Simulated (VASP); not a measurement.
# TiB (Pnma) in VASP: a series of runs, part 2 of 2

VASP 6.6.1. Earlier steps stand in the parts before.

### Step 4. Single point, PBEsol

This run uses another cell than the first one, of 10.40 Å³/atom.

Contents of INCAR:

```
SYSTEM = TiB
PREC = Accurate
ENCUT = 520
EDIFF = 1E-6
ISMEAR = 0
SIGMA = 0.1
LREAL = .False.
LASPH = .True.
NELM = 60
ALGO = Fast
ISIF = 2
LWAVE = .False.
LCHARG = .True.
GGA = PS
LELF = .True.
LVHAR = .True.
NBANDS = 40
```

Contents of KPOINTS:

```
Automatic mesh
0
Gamma
  6 12 8
  0 0 0
```

Contents of POSCAR:

```
TiB
1.0
    6.0586344547      0.0000000000      0.0000000000
    0.0000000000      3.0329951655      0.0000000000
    0.0000000000      0.0000000000      4.5267600650
Ti B
4 4
Direct
    0.1773861336      0.2500000000      0.1220126270
    0.8226138664      0.7500000000      0.8779873730
    0.3226138664      0.7500000000      0.6220126270
    0.6773861336      0.2500000000      0.3779873730
    0.0301911764      0.2500000000      0.6000783173
    0.9698088236      0.7500000000      0.3999216827
    0.4698088236      0.7500000000      0.1000783173
    0.5301911764      0.2500000000      0.8999216827
```

Potentials or basis: VASP PAW PBE potentials, release 64 (Ti_sv, B).

Run with:

```sh
$ cat potpaw_PBE.64/Ti_sv/POTCAR potpaw_PBE.64/B/POTCAR > POTCAR
$ mpirun -np 1 vasp_std > vasp.out
```

OUTCAR:

```text
SYSTEM = TiB
   PREC = Accurate
   ENCUT = 520
   EDIFF = 1E-6
   ISMEAR = 0
   LREAL = .False.
   LASPH = .True.
   NELM = 60
   ISIF = 2
   GGA = PS

 ion  position               nearest neighbor table
   1  0.177  0.250  0.122-   7 2.33   7 2.33   6 2.34   6 2.34   5 2.34   8 2.36   5 2.53   2 2.85
                             2 2.85   3 2.86   3 2.86   3 2.86   3 2.86
   2  0.823  0.750  0.878-   8 2.33   8 2.33   5 2.34   5 2.34   6 2.34   7 2.36   6 2.53   1 2.85
                             1 2.85   4 2.86   4 2.86   4 2.86   4 2.86
   3  0.323  0.750  0.622-   5 2.33   5 2.33   8 2.34   8 2.34   7 2.34   6 2.36   7 2.53   4 2.85
                             4 2.85   1 2.86   1 2.86   1 2.86   1 2.86
   4  0.677  0.250  0.378-   6 2.33   6 2.33   7 2.34   7 2.34   8 2.34   5 2.36   8 2.53   3 2.85
                             3 2.85   2 2.86   2 2.86   2 2.86   2 2.86
   5  0.030  0.250  0.600-   6 1.80   6 1.80   3 2.33   3 2.33   2 2.34   2 2.34   1 2.34   4 2.36
                             1 2.53
   6  0.970  0.750  0.400-   5 1.80   5 1.80   4 2.33   4 2.33   1 2.34   1 2.34   2 2.34   3 2.36
                             2 2.53
   7  0.470  0.750  0.100-   8 1.80   8 1.80   1 2.33   1 2.33   4 2.34   4 2.34   3 2.34   2 2.36
                             3 2.53
   8  0.530  0.250  0.900-   7 1.80   7 1.80   2 2.33   2 2.33   3 2.34   3 2.34   4 2.34   1 2.36
                             4 2.53

  LATTYP: Found a simple orthorhombic cell.
 ALAT       =     3.0329951655
 B/A-ratio  =     1.4925048732
 C/A-ratio  =     1.9975747155

  Lattice vectors:

 A1 = (   0.0000000000,   3.0329951655,   0.0000000000)
 A2 = (   0.0000000000,   0.0000000000,   4.5267600650)
 A3 = (   6.0586344547,   0.0000000000,   0.0000000000)

Analysis of symmetry for initial positions (statically):
=====================================================================
 Subroutine PRICEL returns:
 Original cell was already a primitive cell.

 Routine SETGRP: Setting up the symmetry group for a
 simple orthorhombic supercell.

 Subroutine GETGRP returns: Found  8 space group operations
 (whereof  2 operations were pure point group operations)
 out of a pool of  8 trial point group operations.

[... 158 lines left out ...]
   LRPA    =     F    only Hartree local field effects (RPA)
 non-spin polarized calculation
 RMM-DIIS sequential band-by-band and
 Gauss-broadening in eV      SIGMA  =   0.10
  energy-cutoff  :      520.00
  volume of cell :       83.18
 maximum number of plane-waves:      2266
 NGX is ok and might be reduce to    48
   NGX = 23   NGY = 11   NGZ = 17

 number of electron      60.0000008 magnetization

 Free energy of the ion-electron system (eV)
  ---------------------------------------------------
  ext. energy  EPLUGINS =         0.00000000
  ---------------------------------------------------
  free energy    TOTEN  =       -68.62117630 eV

  energy without entropy =      -68.60190197  energy(sigma->0) =      -68.61153914

 E-fermi :   8.8360     XC(G=0): -12.6008

 val. band max:        8.8355217377   @ k =   0.5000   0.3333   0.5000
 cond. band min:       8.8371052821   @ k =   0.1667   0.1667   0.0000
 fundamental gap:      0.0015835444
 Fermi energy:         8.8359833632

 k-point     1 :       0.0000    0.0000    0.0000
  band No.  band energies     occupation
      1     -47.1563      2.00000
      2     -47.0915      2.00000
      3     -47.0405      2.00000
      4     -47.0005      2.00000
      5     -23.7488      2.00000
      6     -23.7399      2.00000
[... 1021 lines left out ...]
     39      12.5018      0.00000
     40      12.5061      0.00000

 [... further k-points ...]

------------------------ aborting loop because EDIFF is reached ----------------------------------------

  FORCE on cell =-STRESS in cart. coord.  units (eV):
  Direction    XX          YY          ZZ          XY          YZ          ZX
  --------------------------------------------------------------------------------------
  -------------------------------------------------------------------------------------
  Total        0.0727720      0.0684732      0.0504956      0.0000000      0.0000000      0.0000000
  in kB        1.4016536      1.3188565      0.9725905      0.0000000      0.0000000      0.0000000
  external PRESSURE =       1.2310335 kB  Pullay stress =       0.0000000 kB

 VOLUME and BASIS-vectors are now :
 -----------------------------------------------------------------------------
  energy-cutoff  :      520.00
  volume of cell :       83.18
      direct lattice vectors                 reciprocal lattice vectors
     6.058634455  0.000000000  0.000000000     0.165053694  0.000000000  0.000000000
     0.000000000  3.032995166  0.000000000     0.000000000  0.329707087  0.000000000
     0.000000000  0.000000000  4.526760065     0.000000000  0.000000000  0.220908550

 POSITION                                       TOTAL-FORCE (eV/Angst)
 -----------------------------------------------------------------------------------
      1.07472      0.75825      0.55232        -0.005002      0.000000     -0.007747
      4.98392      2.27475      3.97444         0.005002     -0.000000      0.007747
      1.95460      2.27475      2.81570         0.005002      0.000000     -0.007747
      4.10403      0.75825      1.71106        -0.005002      0.000000      0.007747
      0.18292      0.75825      2.71641         0.002422     -0.000000      0.007105
      5.87572      2.27475      1.81035        -0.002422     -0.000000     -0.007105
      2.84640      2.27475      0.45303        -0.002422     -0.000000      0.007105
      3.21223      0.75825      4.07373         0.002422     -0.000000     -0.007105
 -----------------------------------------------------------------------------------
    total drift:                                0.000000     -0.000000      0.000000

  FREE ENERGIE OF THE ION-ELECTRON SYSTEM (eV)
  ---------------------------------------------------
  free  energy   TOTEN  =       -68.6211763007 eV

  energy  without entropy=      -68.6019019700  energy(sigma->0) =      -68.61153914
```

OSZICAR:

```text
N       E                     dE             d eps       ncg     rms          rms(c)
DAV:   1     0.762259921351E+03    0.76226E+03   -0.29061E+04 11200   0.183E+03
DAV:   2     0.232420788353E+02   -0.73902E+03   -0.71668E+03 11208   0.559E+02
DAV:   3    -0.737775301076E+02   -0.97020E+02   -0.94697E+02 16224   0.177E+02
[... 36 lines left out ...]
RMM:  40    -0.686211723478E+02   -0.16418E-05   -0.19806E-05 12239   0.129E-02    0.142E-03
RMM:  41    -0.686211736748E+02   -0.13270E-05   -0.15986E-05 12069   0.120E-02    0.116E-03
RMM:  42    -0.686211747338E+02   -0.10590E-05   -0.13185E-05 11709   0.111E-02    0.120E-03
RMM:  43    -0.686211755916E+02   -0.85784E-06   -0.10899E-05 11425   0.104E-02    0.111E-03
RMM:  44    -0.686211763007E+02   -0.70904E-06   -0.91074E-06 11430   0.983E-03
   1 F= -.68621176E+02 E0= -.68611539E+02  d E =-.192743E-01
```

stdout:

```text
POSCAR found type information on POSCAR TiB
 POSCAR found :  2 types and       8 ions
 scaLAPACK will be used
 -----------------------------------------------------------------------------
|                                                                             |
|                                                                             |
|     You enforced a specific xc type in the INCAR file but a different       |
[... 44 lines left out ...]
WARNING in EDDRMM: call to ZHEGV failed, returncode =   6  3     40
WARNING in EDDRMM: call to ZHEGV failed, returncode =   6  3     19
WARNING in EDDRMM: call to ZHEGV failed, returncode =   8  4     19
WARNING in EDDRMM: call to ZHEGV failed, returncode =   8  4      6
WARNING in EDDRMM: call to ZHEGV failed, returncode =   8  4     35
WARNING in EDDRMM: call to ZHEGV failed, returncode =   8  4     39
WARNING in EDDRMM: call to ZHEGV failed, returncode =   8  4      6
```

Run time: 48 min. Hardware: 1 thread of Oxide Virtual Turin-like, shared host; peak memory 0.41 GiB.

What came out:

```yaml
Free_energy: -68.6212 eV
Pressure: 0.1 GPa
Largest_force: 0.009 eV/Å
Band_gap_on_the_k_mesh: zero (bands 30 and 31 overlap by 1.72 eV)
```

Forces in eV/Å, atoms in the order of the input:
```
Ti  -0.005  0.000 -0.008
Ti   0.005  0.000  0.008
Ti   0.005  0.000 -0.008
Ti  -0.005  0.000  0.008
B    0.002  0.000  0.007
B   -0.002  0.000 -0.007
B   -0.002  0.000  0.007
B    0.002  0.000 -0.007
```

Caveat: the PAW data sets were made with another functional, which shifts forces and pressure a little.
